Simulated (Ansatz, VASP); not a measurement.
## AlC2 in VASP and in Ansatz

```
Al C
1.0
    -2.32792    2.32792    2.73451
     2.32792   -2.32792    2.73451
     2.32792    2.32792   -2.73451
Al C
2 4
Direct
  0.25000 0.25000 0.00000
  0.75000 0.75000 0.00000
  0.59909 0.09909 0.69818
  0.09909 0.40091 0.50000
  0.40091 0.90091 0.30182
  0.90091 0.59909 0.50000
```

Alike in both runs: functional PBE; k mesh 6 × 6 × 6; occupations gaussian, width 0.1 eV; no spin polarisation.

Ansatz relaxed the structure, and its values are those at the end. VASP's run is a single point on that final structure, the one shown.

```csv
,VASP,Ansatz
version,VASP 6.6.1,Ansatz 0.2.0
potentials or method,"VASP PAW PBE potentials, release 64 (Al, C), cutoff 520 eV","scalar-relativistic, plane waves, PAW"
valence electrons in the cell,22,22
```

Ansatz gave:

- gap on the k mesh at the Fermi level (eV): none
- pressure (GPa): 0.0
- rms of the force components (eV/Å): 0.005

Estimate VASP's values.

gap on the k mesh at the Fermi level (eV): none; pressure (GPa): 0.2; rms of the force components (eV/Å): 0.053.

A gap of «none» marks a metal or a gap that the smearing closes.
